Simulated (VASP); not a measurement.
# AlNi (Pm-3m) in VASP: a series of runs

AlNi is run at these levels: PBEsol; tasks: relaxation of cell and atoms.

Program: VASP 6.6.1. These are calculated values, not measurements. Logs are shortened: lines on timing, memory, paths and dates and some standing lists are left out, and cuts for length are marked.

### 1 The cell of the first run

It takes space group Pm-3m (No. 221, cubic). The conventional cell has a = 2.862 Å, b = 2.862 Å, c = 2.862 Å, α = 90.00°, β = 90.00°, γ = 90.00°. Al (site symmetry m-3m) has 8 Ni at 2.48 Å and 6 Al at 2.86 Å within 3.3 Å. Within 3.3 Å of Ni (site symmetry m-3m) lie 8 Al at 2.48 Å and 6 Ni at 2.86 Å.

### 2 Relaxation of cell and atoms, PBEsol, target pressure 1 GPa, at which the enthalpy is minimised

Input file INCAR:

```
SYSTEM = AlNi
ALGO = Normal
EDIFF = 1E-6
EDIFFG = -0.002
ENCUT = 600
GGA = PS
IBRION = 2
ISIF = 3
ISMEAR = -1
LASPH = .True.
LCHARG = .False.
LREAL = .False.
LWAVE = .False.
NELM = 60
NSW = 100
PREC = Accurate
PSTRESS = 10.0
SIGMA = 0.05
```

Input file KPOINTS:

```
k-points
0
Gamma
  16 16 16
  0 0 0
```

Input file POSCAR:

```
AlNi
1.0
    2.8619580836      0.0000000000      0.0000000000
    0.0000000000      2.8619580836      0.0000000000
    0.0000000000      0.0000000000      2.8619580836
Al Ni
1 1
Direct
    0.0000000000      0.0000000000      0.0000000000
    0.5000000000      0.5000000000      0.5000000000
```

Potentials or basis: VASP PAW PBE potentials, release 64 (Al, Ni).

Run with:

```console
$ cat potpaw_PBE.64/Al/POTCAR potpaw_PBE.64/Ni/POTCAR > POTCAR
$ mpirun -np 1 vasp_std > vasp.out
```

OUTCAR:

```text
SYSTEM = AlNi
   EDIFF = 1E-6
   EDIFFG = -0.002
   ENCUT = 600
   GGA = PS
   IBRION = 2
   ISIF = 3
   ISMEAR = -1
   LASPH = .True.
   LREAL = .False.
   NELM = 60
   NSW = 100
   PREC = Accurate
   PSTRESS = 10.0

 ion  position               nearest neighbor table
   1  0.000  0.000  0.000-   2 2.48   2 2.48   2 2.48   2 2.48   2 2.48   2 2.48   2 2.48   2 2.48

   2  0.500  0.500  0.500-   1 2.48   1 2.48   1 2.48   1 2.48   1 2.48   1 2.48   1 2.48   1 2.48

  LATTYP: Found a simple cubic cell.
 ALAT       =     2.8619580836

  Lattice vectors:

 A1 = (   2.8619580836,   0.0000000000,   0.0000000000)
 A2 = (   0.0000000000,   2.8619580836,   0.0000000000)
 A3 = (   0.0000000000,   0.0000000000,   2.8619580836)

Analysis of symmetry for initial positions (statically):
=====================================================================
 Subroutine PRICEL returns:
 Original cell was already a primitive cell.

 Routine SETGRP: Setting up the symmetry group for a
 simple cubic supercell.

 Subroutine GETGRP returns: Found 48 space group operations
 (whereof 48 operations were pure point group operations)
 out of a pool of 48 trial point group operations.

The static configuration has the point symmetry O_h .

Analysis of symmetry for dynamics (positions and initial velocities):
=====================================================================
 Subroutine PRICEL returns:
 Original cell was already a primitive cell.

 Routine SETGRP: Setting up the symmetry group for a
 simple cubic supercell.

 Subroutine GETGRP returns: Found 48 space group operations
 (whereof 48 operations were pure point group operations)
 out of a pool of 48 trial point group operations.

The dynamic configuration has the point symmetry O_h .

 Subroutine INISYM returns: Found 48 space group operations
 (whereof 48 operations are pure point group operations),
 and found     1 'primitive' translations

----------------------------------------------------------------------------------------

                                     Primitive cell

  volume of cell :      23.4417

  direct lattice vectors                    reciprocal lattice vectors
     2.861958084  0.000000000  0.000000000     0.349411127  0.000000000  0.000000000
     0.000000000  2.861958084  0.000000000     0.000000000  0.349411127  0.000000000
     0.000000000  0.000000000  2.861958084     0.000000000  0.000000000  0.349411127

  length of vectors
     2.861958084  2.861958084  2.861958084     0.349411127  0.349411127  0.349411127

  position of ions in fractional coordinates (direct lattice)
     0.000000000  0.000000000  0.000000000
     0.500000000  0.500000000  0.500000000

  ion indices of the primitive-cell ions
   primitive index   ion index
                 1           1
                 2           2

----------------------------------------------------------------------------------------

 KPOINTS: k-points

Automatic generation of k-mesh.
 Grid dimensions read from file:
 generate k-points for:   16   16   16

 Generating k-lattice:

  Cartesian coordinates                     Fractional coordinates (reciprocal lattice)
     0.021838195  0.000000000  0.000000000     0.062500000  0.000000000  0.000000000
     0.000000000  0.021838195  0.000000000     0.000000000  0.062500000  0.000000000
     0.000000000  0.000000000  0.021838195     0.000000000  0.000000000  0.062500000

  Length of vectors
     0.021838195  0.021838195  0.021838195

  Shift w.r.t. Gamma in fractional coordinates (k-lattice)
     0.000000000  0.000000000  0.000000000

 Subroutine IBZKPT returns following result:
 ===========================================

 Found    165 irreducible k-points:

 Following reciprocal coordinates:
            Coordinates               Weight
  0.000000  0.000000  0.000000      1.000000
  0.062500  0.000000  0.000000      6.000000
  0.125000  0.000000  0.000000      6.000000
  0.187500  0.000000  0.000000      6.000000
  0.250000  0.000000  0.000000      6.000000
  0.312500  0.000000  0.000000      6.000000
[... 16 lines left out ...]
  0.437500  0.125000  0.000000     24.000000
  0.500000  0.125000  0.000000     12.000000
 [... further k-points ...]
   k-points           NKPTS =    165   k-points in BZ     NKDIM =    165   number of bands    NBANDS=     10
   number of dos      NEDOS =    301   number of ions     NIONS =      2
   total plane-waves  NPLWV =  13824
   dimension x,y,z NGX =    24 NGY =   24 NGZ =   24
   dimension x,y,z NGXF=    48 NGYF=   48 NGZF=   48
   ions per type =               1   1
   NGX,Y,Z   is equivalent  to a cutoff of  13.94, 13.94, 13.94 a.u.
   NGXF,Y,Z  is equivalent  to a cutoff of  27.88, 27.88, 27.88 a.u.
 SYSTEM =  AlNi
   PREC   = accura    normal or accurate (medium, high low for compatibility)
   ISTART =      0    job   : 0-new  1-cont  2-samecut
   ICHARG =      2    charge: 1-file 2-atom 10-const
   ISPIN  =      1    spin polarized calculation?
   LNONCOLLINEAR =      F non collinear calculations
   LSORBIT =      F    spin-orbit coupling
   LASPH  =      T    aspherical Exc in radial PAW
   ENCUT  =  600.0 eV  44.10 Ry    6.64 a.u.   5.72  5.72  5.72*2*pi/ulx,y,z
   NELM   =     60;   NELMIN=  2; NELMDL= -5     # of ELM steps
   EDIFF  = 0.1E-05   stopping-criterion for ELM
   LREAL  =      F    real-space projection
   EDIFFG = -.2E-02   stopping-criterion for IOM
   NSW    =    100    number of steps for IOM
   IBRION =      2    ionic relax: 0-MD 1-quasi-New 2-CG
   NFREE  =      1    steps in history (QN), initial steepest desc. (CG)
   ISIF   =      3    stress and relaxation
   ISYM   =      2    0-nonsym 1-usesym 2-fastsym
   POTIM  = 0.5000    time-step for ionic-motion
   TEBEG  =    0.0;   TEEND  =   0.0 temperature during run
   PSTRESS=   10.0 pullay stress
   NELECT =      13.0000    total number of electrons
   NUPDOWN=      -1.0000    fix difference up-down
   EMIN   =  10.00;   EMAX   =-10.00  energy-range for DOS
   EFERMI =   0.00;   METHOD = LEGACY
   ISMEAR =    -1;   SIGMA  =   0.05  broadening in eV -4-tet -1-fermi 0-gaus
   EFERMI_NEDOS =   21; number of points for ismear=-14 and -15
   IALGO  =     38    algorithm
   IMIX   =      4    mixing-type and parameters
     AMIX     =   0.40;   BMIX     =  1.00
     AMIX_MAG =   1.60;   BMIX_MAG =  1.00
  volume/ion in A,a.u.               =      11.72        79.10
  Fermi-wavevector in a.u.,A,eV,Ry     =   1.345012  2.541703 24.613702  1.809056
  Thomas-Fermi vector in A             =   2.472959
   LORBIT       =      0    0 simple, 1 ext, 2 COOP (PROOUT), +10 PAW based schemes
   GGA     = PS    functional components
   LHFCALC =     F    Hartree Fock is set to
   AEXX    =    0.0000 exact exchange contribution
   IVDW    =     0    specifies the selected vdW correction
   LEPSILON=     F    determine dielectric tensor
   LRPA    =     F    only Hartree local field effects (RPA)
 conjugate gradient relaxation of ions
 non-spin polarized calculation
  energy-cutoff  :      600.00
  volume of cell :       23.44
 maximum number of plane-waves:       804
 NGX is ok and might be reduce to    24
   NGX = 11   NGY = 11   NGZ = 11

--------------------------------------- Ionic step        1  -------------------------------------------

 number of electron      13.0000011 magnetization

 Free energy of the ion-electron system (eV)
  ---------------------------------------------------
  ext. energy  EPLUGINS =         0.00000000
  ---------------------------------------------------
  free energy    TOTEN  =       -11.59007051 eV

  energy without entropy =      -11.58373185  energy(sigma->0) =      -11.58690118

------------------------ aborting loop because EDIFF is reached ----------------------------------------

  FORCE on cell =-STRESS in cart. coord.  units (eV):
  Direction    XX          YY          ZZ          XY          YZ          ZX
  --------------------------------------------------------------------------------------
  -------------------------------------------------------------------------------------
  Total        0.0208228      0.0208228      0.0208228      0.0000000      0.0000000     -0.0000000
  in kB        1.4231777      1.4231777      1.4231777      0.0000000      0.0000000     -0.0000000
  external PRESSURE =      -8.5768223 kB  Pullay stress =      10.0000000 kB
[... 61 lines left out ...]
  enthalpy is  TOTEN    =       -11.4438539014 eV   P V=        0.1449871341

--------------------------------------- Ionic step        3  -------------------------------------------

 number of electron      13.0000008 magnetization

 Free energy of the ion-electron system (eV)
  ---------------------------------------------------
  ext. energy  EPLUGINS =         0.00000000
  ---------------------------------------------------
  free energy    TOTEN  =       -11.58965450 eV

  energy without entropy =      -11.58334512  energy(sigma->0) =      -11.58649981

 E-fermi :  10.2316     XC(G=0): -12.2874

 val. band max:       10.2286370507   @ k =   0.4375   0.4375   0.2500
 cond. band min:      10.2341309238   @ k =   0.5000   0.4375   0.3125
 fundamental gap:      0.0054938731
 Fermi energy:        10.2316409446

 k-point     1 :       0.0000    0.0000    0.0000
  band No.  band energies     occupation
      1      -1.0859      2.00000
      2       6.8723      2.00000
      3       6.8723      2.00000
      4       8.6370      2.00000
      5       8.6370      2.00000
      6       8.6370      2.00000
      7      15.8314      0.00000
      8      15.8314      0.00000
      9      15.8314      0.00000
     10      18.4559      0.00000
[... 287 lines left out ...]
 k-point    24 :       0.5000    0.1250    0.0000
  band No.  band energies     occupation
      1       3.4013      2.00000
      2       3.5910      2.00000
      3       7.4274      2.00000
      4       7.8382      2.00000
      5       7.9331      2.00000
      6       8.6250      2.00000
      7       9.5634      2.00000
      8      17.2728      0.00000
      9      18.2318      0.00000
     10      20.7914      0.00000

 [... further k-points ...]
[... 5 lines left out ...]
  --------------------------------------------------------------------------------------
  -------------------------------------------------------------------------------------
  Total        0.1455142      0.1455142      0.1455142      0.0000000      0.0000000      0.0000000
  in kB        9.9954736      9.9954736      9.9954736      0.0000000      0.0000000      0.0000000
  external PRESSURE =      -0.0045264 kB  Pullay stress =      10.0000000 kB
[... 17 lines left out ...]
  FREE ENERGIE OF THE ION-ELECTRON SYSTEM (eV)
  ---------------------------------------------------
  free  energy   TOTEN  =       -11.5896545047 eV

  energy  without entropy=      -11.5833451198  energy(sigma->0) =      -11.58649981

  enthalpy is  TOTEN    =       -11.4440744147 eV   P V=        0.1455800900

 reached required accuracy - stopping structural energy minimisation
```

Wall time 2.8 min (1 thread of AMD EPYC 7R13, shared host); peak memory 0.16 GiB.

What came out:

```yaml
Free_energy: -11.5897 eV
Relaxed_volume: 11.66 Å³/atom
Relaxed_cell: a = 2.857 Å, b = 2.857 Å, c = 2.857 Å, α = 90.00°, β = 90.00°, γ = 90.00°
Space_group_after_relaxing_to_0.05_Å: Pm-3m (No. 221)
Energy_change_on_relaxing_the_enthalpy_is_what_falls: +0.2 meV/atom
Ionic_steps: 3
Pressure_after_relaxing: 1.0 GPa
```

The path:
| step | energy change (eV) | largest force (eV/Å) | pressure (GPa) | volume (Å³) |
| --- | --- | --- | --- | --- |
| 1 | 0.0000 | 0.0000 | 0.14 | 23.44 |
| 2 | 0.0012 | 0.0000 | 1.77 | 23.23 |
| 3 | 0.0004 | 0.0000 | 1.00 | 23.32 |

Final structure:
```cif
data_structure
_symmetry_space_group_name_H-M 'P 1'
_symmetry_Int_Tables_number 1
_cell_length_a 2.8572
_cell_length_b 2.8572
_cell_length_c 2.8572
_cell_angle_alpha 90.000
_cell_angle_beta 90.000
_cell_angle_gamma 90.000
_cell_volume 23.32
loop_
_atom_site_label
_atom_site_type_symbol
_atom_site_fract_x
_atom_site_fract_y
_atom_site_fract_z
_atom_site_occupancy
Al1 Al 0.00000 0.00000 0.00000 1
Ni1 Ni 0.50000 0.50000 0.50000 1
```

Caveat: the cell is relaxed towards a set pressure, so the enthalpy falls and the energy may rise; the PAW data sets were made with another functional, which shifts forces and pressure a little. Spin polarisation is off, so any magnetic state and its effect on volume and gap are missing.

(Continued in part 2 of 2.)
